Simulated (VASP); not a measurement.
Here is a VASP 6.6.1 calculation.

File INCAR:

```
SYSTEM = Sc12H
ALGO = Normal ; EDIFF = 1E-6
ENCUT = 520 ; GGA = PE
ISIF = 2 ; ISMEAR = -1
IVDW = 12 ; LASPH = .TRUE.
LCHARG = .FALSE. ; LREAL = .FALSE.
LWAVE = .FALSE. ; NBANDS = 78
NELM = 80 ; PREC = Accurate
SIGMA = 0.1
```

KPOINTS

```
k-points
0
G
  3 2 3
  0 0 0
```

The input POSCAR:

```
Sc12H
1.0
    6.6200000000      0.0000000000      0.0000000000
   -4.9650000000      8.5996320000      0.0000000000
    0.0000000000      0.0000000000      5.2761400000
Sc H
12 1
Direct
    0.0000000000      0.0000000000      0.0000000000
    0.1666667000      0.2222222000      0.5000000000
    0.0000000000      0.3333333000      0.0000000000
    0.1666667000      0.5555556000      0.5000000000
    0.0000000000      0.6666667000      0.0000000000
    0.1666667000      0.8888889000      0.5000000000
    0.5000000000      0.0000000000      0.0000000000
    0.6666667000      0.2222222000      0.5000000000
    0.5000000000      0.3333333000      0.0000000000
    0.6666667000      0.5555556000      0.5000000000
    0.5000000000      0.6666667000      0.0000000000
    0.6666667000      0.8888889000      0.5000000000
    0.3278406000      0.1087269000      0.7531410000
```

Potentials or basis: VASP PAW PBE potentials, release 64 (Sc_sv, H).

Launch:

```console
$ cat potpaw_PBE.64/Sc_sv/POTCAR potpaw_PBE.64/H/POTCAR > POTCAR
$ mpirun -np 1 vasp_std > vasp.out
```

Problem. Predict the largest force.

Solution. 0.061 eV/Å.

Problem. What does it give for the pressure?

Solution. -3.2 GPa.

Problem. Predict the band gap on the k mesh.

Solution. Zero (an odd number of electrons rules out a gap without spin polarisation).

Problem. What does it give for the dispersion energy per atom?

Solution. -0.362 eV.

Forces in eV/Å, atoms in the order of the input:
```
Sc   0.041  0.019 -0.008
Sc   0.041 -0.024  0.017
Sc  -0.005 -0.005 -0.042
Sc  -0.003 -0.004 -0.021
Sc  -0.003  0.002 -0.016
Sc  -0.003  0.048  0.027
Sc  -0.052  0.019 -0.006
Sc  -0.048 -0.027  0.015
Sc  -0.005 -0.057 -0.014
Sc   0.003 -0.007  0.018
Sc   0.003  0.002  0.020
Sc  -0.007  0.002  0.045
H    0.038  0.032 -0.035
```

Caveat: the k points lie up to 0.40 Å⁻¹ apart, too coarse for converged energies and pressures of a metal.
